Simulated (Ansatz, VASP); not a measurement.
# One calculation of Ir, two programs

```xyz
3
Lattice="3.6816 0.0000 0.0000 -1.8408 3.1883 0.0000 0.0000 0.0000 4.1815" Properties=species:S:1:pos:R:3 pbc="T T T"
Ir    1.2273    0.0000    1.3938
Ir   -0.6137    1.0629    2.7877
Ir    1.2271    2.1254    0.0000
```

Alike in both runs: functional PBEsol; k mesh 6 × 6 × 4; occupations gaussian, width 0.1 eV; no spin polarisation.

Ansatz relaxed the structure, and its values are those at the end. VASP's run is a single point on that final structure, the one shown.

|  | VASP | Ansatz |
| --- | --- | --- |
| version | VASP 6.6.1 | Ansatz 0.2.0 |
| potentials or method | VASP PAW PBE potentials, release 64 (Ir), cutoff 520 eV | scalar-relativistic, plane waves, PAW |
| valence electrons in the cell | 27 | 51 |

Ansatz gave:

```
gap on the k mesh at the Fermi level (eV) : none
pressure (GPa)                            : -0.2
```

Q: What did VASP give for the same quantities?

A: gap on the k mesh at the Fermi level (eV): none; pressure (GPa): 0.3.

VASP's potentials were made for PBE, not for PBEsol. A gap of «none» marks a metal or a gap that the smearing closes. The functional is the same, so the differences come from potentials, cutoffs and numerics. VASP's potentials hold 27 valence electrons a cell and Ansatz's 51, so a difference there can come from the potentials and not from the codes.

The k mesh is coarse, so the values compare programs but aren't converged. Spin-orbit coupling is off throughout.
